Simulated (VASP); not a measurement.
# SnTe (F-43m) in VASP: further runs, part 2 of 2

VASP 6.6.1. Earlier steps stand in the parts before.

### Step 4. Single point, r2SCAN

This run uses another cell than the first one, of 43.10 Å³/atom.

Input file POSCAR:

```
SnTe
1.0
    0.0000000000      3.5060068804      3.5060068804
    3.5060068804      0.0000000000      3.5060068804
    3.5060068804      3.5060068804      0.0000000000
Te Sn
1 1
Direct
    0.2500000000      0.2500000000      0.2500000000
    0.0000000000      0.0000000000      0.0000000000
```

Input file INCAR.step1:

```
PREC = Accurate
ENCUT = 520
ISMEAR = -1
SIGMA = 0.05
LREAL = F
LASPH = T
NELM = 60
NBANDS = 17
GGA = PE
ALGO = Normal
EDIFF = 1E-4
LWAVE = T
LCHARG = F
```

Input file INCAR.step2:

```
PREC = Accurate
ENCUT = 520
EDIFF = 1E-6
ISMEAR = -1
SIGMA = 0.05
LREAL = F
LASPH = T
NELM = 60
ALGO = Normal
ISIF = 2
LWAVE = F
LCHARG = F
METAGGA = R2SCAN
LMIXTAU = T
NBANDS = 17
ISTART = 1
```

Input file KPOINTS:

```
regular mesh
0
Gamma
  7 7 7
```

Potentials or basis: VASP PAW PBE potentials, release 64 (Te, Sn_d).

The run is started by

```console
$ cat potpaw_PBE.64/Te/POTCAR potpaw_PBE.64/Sn_d/POTCAR > POTCAR
$ cp INCAR.step1 INCAR
$ mpirun -np 1 vasp_std > vasp.out
$ cp INCAR.step2 INCAR
$ mpirun -np 1 vasp_std > vasp.out
```

OUTCAR:

```text
PREC = Accurate
   ENCUT = 520
   EDIFF = 1E-6
   ISMEAR = -1
   LREAL = F
   LASPH = T
   NELM = 60
   ISIF = 2
   METAGGA = R2SCAN
   ISTART = 1

 ion  position               nearest neighbor table
   1  0.250  0.250  0.250-   2 3.04   2 3.04   2 3.04   2 3.04
   2  0.000  0.000  0.000-   1 3.04   1 3.04   1 3.04   1 3.04

  LATTYP: Found a face centered cubic cell.
 ALAT       =     7.0120137608

  Lattice vectors:

 A1 = (   0.0000000000,   3.5060068804,   3.5060068804)
 A2 = (   3.5060068804,   0.0000000000,   3.5060068804)
 A3 = (   3.5060068804,   3.5060068804,   0.0000000000)

Analysis of symmetry for initial positions (statically):
=====================================================================
 Subroutine PRICEL returns:
 Original cell was already a primitive cell.

 Routine SETGRP: Setting up the symmetry group for a
 face centered cubic supercell.

 Subroutine GETGRP returns: Found 24 space group operations
 (whereof 24 operations were pure point group operations)
 out of a pool of 48 trial point group operations.

The static configuration has the point symmetry T_d .

Analysis of symmetry for dynamics (positions and initial velocities):
=====================================================================
 Subroutine PRICEL returns:
 Original cell was already a primitive cell.

 Routine SETGRP: Setting up the symmetry group for a
 face centered cubic supercell.

 Subroutine GETGRP returns: Found 24 space group operations
 (whereof 24 operations were pure point group operations)
 out of a pool of 48 trial point group operations.

The dynamic configuration has the point symmetry T_d .

 Subroutine INISYM returns: Found 24 space group operations
 (whereof 24 operations are pure point group operations),
 and found     1 'primitive' translations

----------------------------------------------------------------------------------------

                                     Primitive cell

  volume of cell :      86.1923

  direct lattice vectors                    reciprocal lattice vectors
     0.000000000  3.506006880  3.506006880    -0.142612384  0.142612384  0.142612384
     3.506006880  0.000000000  3.506006880     0.142612384 -0.142612384  0.142612384
     3.506006880  3.506006880  0.000000000     0.142612384  0.142612384 -0.142612384

  length of vectors
     4.958242480  4.958242480  4.958242480     0.247011895  0.247011895  0.247011895

  position of ions in fractional coordinates (direct lattice)
     0.250000000  0.250000000  0.250000000
     0.000000000  0.000000000  0.000000000

  ion indices of the primitive-cell ions
   primitive index   ion index
                 1           1
                 2           2

----------------------------------------------------------------------------------------

 KPOINTS: regular mesh

Automatic generation of k-mesh.
 Grid dimensions read from file:
 generate k-points for:    7    7    7

 Generating k-lattice:

  Cartesian coordinates                     Fractional coordinates (reciprocal lattice)
    -0.020373198  0.020373198  0.020373198     0.142857143  0.000000000  0.000000000
     0.020373198 -0.020373198  0.020373198     0.000000000  0.142857143  0.000000000
     0.020373198  0.020373198 -0.020373198     0.000000000  0.000000000  0.142857143

  Length of vectors
     0.035287414  0.035287414  0.035287414

  Shift w.r.t. Gamma in fractional coordinates (k-lattice)
     0.000000000  0.000000000  0.000000000

 Subroutine IBZKPT returns following result:
 ===========================================

 Found     20 irreducible k-points:

 Following reciprocal coordinates:
            Coordinates               Weight
  0.000000  0.000000  0.000000      1.000000
  0.142857  0.000000  0.000000      8.000000
  0.285714  0.000000  0.000000      8.000000
  0.428571  0.000000  0.000000      8.000000
  0.142857  0.142857  0.000000      6.000000
  0.285714  0.142857  0.000000     24.000000
[... 12 lines left out ...]
 -0.428571  0.428571  0.142857     24.000000
 -0.285714  0.428571  0.142857     24.000000
   k-points           NKPTS =     20   k-points in BZ     NKDIM =     20   number of bands    NBANDS=     17
   number of dos      NEDOS =    301   number of ions     NIONS =      2
   total plane-waves  NPLWV =  64000
   dimension x,y,z NGX =    40 NGY =   40 NGZ =   40
   dimension x,y,z NGXF=    80 NGYF=   80 NGZF=   80
   ions per type =               1   1
   NGX,Y,Z   is equivalent  to a cutoff of  13.41, 13.41, 13.41 a.u.
   NGXF,Y,Z  is equivalent  to a cutoff of  26.82, 26.82, 26.82 a.u.
 SYSTEM =  unknown system
   PREC   = accura    normal or accurate (medium, high low for compatibility)
   ISTART =      1    job   : 0-new  1-cont  2-samecut
   ICHARG =      0    charge: 1-file 2-atom 10-const
   ISPIN  =      1    spin polarized calculation?
   LNONCOLLINEAR =      F non collinear calculations
   LSORBIT =      F    spin-orbit coupling
   LASPH  =      T    aspherical Exc in radial PAW
   ENCUT  =  520.0 eV  38.22 Ry    6.18 a.u.   9.22  9.22  9.22*2*pi/ulx,y,z
   NELM   =     60;   NELMIN=  2; NELMDL=  0     # of ELM steps
   EDIFF  = 0.1E-05   stopping-criterion for ELM
   LREAL  =      F    real-space projection
   EDIFFG = 0.1E-04   stopping-criterion for IOM
   NSW    =      0    number of steps for IOM
   IBRION =     -1    ionic relax: 0-MD 1-quasi-New 2-CG
   NFREE  =      0    steps in history (QN), initial steepest desc. (CG)
   ISIF   =      2    stress and relaxation
   ISYM   =      2    0-nonsym 1-usesym 2-fastsym
   POTIM  = 0.5000    time-step for ionic-motion
   TEBEG  =    0.0;   TEEND  =   0.0 temperature during run
   PSTRESS=    0.0 pullay stress
   NELECT =      20.0000    total number of electrons
   NUPDOWN=      -1.0000    fix difference up-down
   EMIN   =  10.00;   EMAX   =-10.00  energy-range for DOS
   EFERMI =   0.00;   METHOD = LEGACY
   ISMEAR =    -1;   SIGMA  =   0.05  broadening in eV -4-tet -1-fermi 0-gaus
   EFERMI_NEDOS =   21; number of points for ismear=-14 and -15
   IALGO  =     38    algorithm
   IMIX   =      4    mixing-type and parameters
     AMIX     =   0.40;   BMIX     =  1.00
     AMIX_MAG =   1.60;   BMIX_MAG =  1.00
  volume/ion in A,a.u.               =      43.10       290.83
  Fermi-wavevector in a.u.,A,eV,Ry     =   1.005994  1.901053 13.769422  1.012024
  Thomas-Fermi vector in A             =   2.138708
   LORBIT       =      0    0 simple, 1 ext, 2 COOP (PROOUT), +10 PAW based schemes
   METAGGA = R2SCAN    functional components
   LHFCALC =     F    Hartree Fock is set to
   AEXX    =    0.0000 exact exchange contribution
   IVDW    =     0    specifies the selected vdW correction
   LEPSILON=     F    determine dielectric tensor
   LRPA    =     F    only Hartree local field effects (RPA)
 non-spin polarized calculation
  energy-cutoff  :      520.00
  volume of cell :       86.19
 maximum number of plane-waves:      2334
 NGX is ok and might be reduce to    40
   NGX = 19   NGY = 19   NGZ = 19

 number of electron      19.9999999 magnetization

 Free energy of the ion-electron system (eV)
  ---------------------------------------------------
  ext. energy  EPLUGINS =         0.00000000
  ---------------------------------------------------
  free energy    TOTEN  =       -50.03317773 eV

  energy without entropy =      -50.02996330  energy(sigma->0) =      -50.03157052

 E-fermi :   3.9064     XC(G=0):  -8.3327

 val. band max:        3.7815618853   @ k =  -0.2857   0.4286   0.1429
 cond. band min:       3.9474490693   @ k =   0.4286   0.4286   0.0000
 fundamental gap:      0.1658871840
 Fermi energy:         3.9064043416

 k-point     1 :       0.0000    0.0000    0.0000
  band No.  band energies     occupation
      1     -18.6687      2.00000
      2     -18.6687      2.00000
      3     -18.6687      2.00000
      4     -18.6484      2.00000
      5     -18.6484      2.00000
      6      -8.6789      2.00000
[... 9 lines left out ...]
     16      10.6670      0.00000
     17      11.8411      0.00000
[... 361 lines left out ...]
 k-point    20 :      -0.2857    0.4286    0.1429
  band No.  band energies     occupation
      1     -18.6732      2.00000
      2     -18.6655      2.00000
      3     -18.6640      2.00000
      4     -18.6491      2.00000
      5     -18.6478      2.00000
      6      -7.6940      2.00000
[... 9 lines left out ...]
     16      11.8188      0.00000
     17      13.1975      0.00000

------------------------ aborting loop because EDIFF is reached ----------------------------------------

  FORCE on cell =-STRESS in cart. coord.  units (eV):
  Direction    XX          YY          ZZ          XY          YZ          ZX
  --------------------------------------------------------------------------------------
  -------------------------------------------------------------------------------------
  Total        1.0523413      1.0523413      1.0523413      0.0000000      0.0000000     -0.0000000
  in kB       19.5613540     19.5613540     19.5613540      0.0000000      0.0000000     -0.0000000
  external PRESSURE =      19.5613540 kB  Pullay stress =       0.0000000 kB

 VOLUME and BASIS-vectors are now :
 -----------------------------------------------------------------------------
  energy-cutoff  :      520.00
  volume of cell :       86.19
      direct lattice vectors                 reciprocal lattice vectors
     0.000000000  3.506006880  3.506006880    -0.142612384  0.142612384  0.142612384
     3.506006880  0.000000000  3.506006880     0.142612384 -0.142612384  0.142612384
     3.506006880  3.506006880  0.000000000     0.142612384  0.142612384 -0.142612384

 POSITION                                       TOTAL-FORCE (eV/Angst)
 -----------------------------------------------------------------------------------
      1.75300      1.75300      1.75300         0.000000      0.000000      0.000000
      0.00000      0.00000      0.00000        -0.000000     -0.000000     -0.000000
 -----------------------------------------------------------------------------------
    total drift:                                0.000002      0.000002      0.000002

  FREE ENERGIE OF THE ION-ELECTRON SYSTEM (eV)
  ---------------------------------------------------
  free  energy   TOTEN  =       -50.0331777335 eV

  energy  without entropy=      -50.0299633028  energy(sigma->0) =      -50.03157052
```

Run time: 72 s. Hardware: 1 thread of AMD EPYC 9R45 (Zen 5), shared host; peak memory 0.23 GiB.

What came out:

```
Free energy            : -50.0332 eV
Pressure               : 2.0 GPa
Band gap on the k mesh : 0.17 eV (least direct gap 0.82 eV)
```

Caveat: semilocal functionals underestimate gaps, and a narrow one can read as zero; the PAW data sets were made with another functional, which shifts forces and pressure a little; spin-orbit coupling is left out, which moves the levels of the heavy elements; an odd mesh through Γ misses points on the zone boundary, where band edges can lie.

### Step 5. The runs side by side

```csv
cell,gap on the mesh (eV),pressure (GPa)
"a = 4.673 Å, angles 60.0°, 2 atoms",none,10.0
"a = 4.826 Å, angles 60.0°, 2 atoms",none,5.0
"a = 4.958 Å, angles 60.0°, 2 atoms",0.17,2.0
```

Alike in all rows: task single point; level r2SCAN; potentials or basis VASP PAW PBE potentials, release 64 (Te, Sn_d); no spin polarisation; k mesh 7 × 7 × 7; cutoff (eV) 520; smearing fermi-dirac 0.05 eV.

Caveats: semilocal functionals underestimate gaps, and a narrow one can read as zero; the PAW data sets were made with another functional, which shifts forces and pressure a little; spin-orbit coupling is left out, which moves the levels of the heavy elements; the cell stands under pressure (at least some runs); an odd mesh through Γ misses points on the zone boundary, where band edges can lie (at least some runs).

Total energies depend on the potentials used, so only differences within one code and one set of settings carry meaning.

The gap in the log of VASP goes by the Fermi energy; the results here count the filled bands.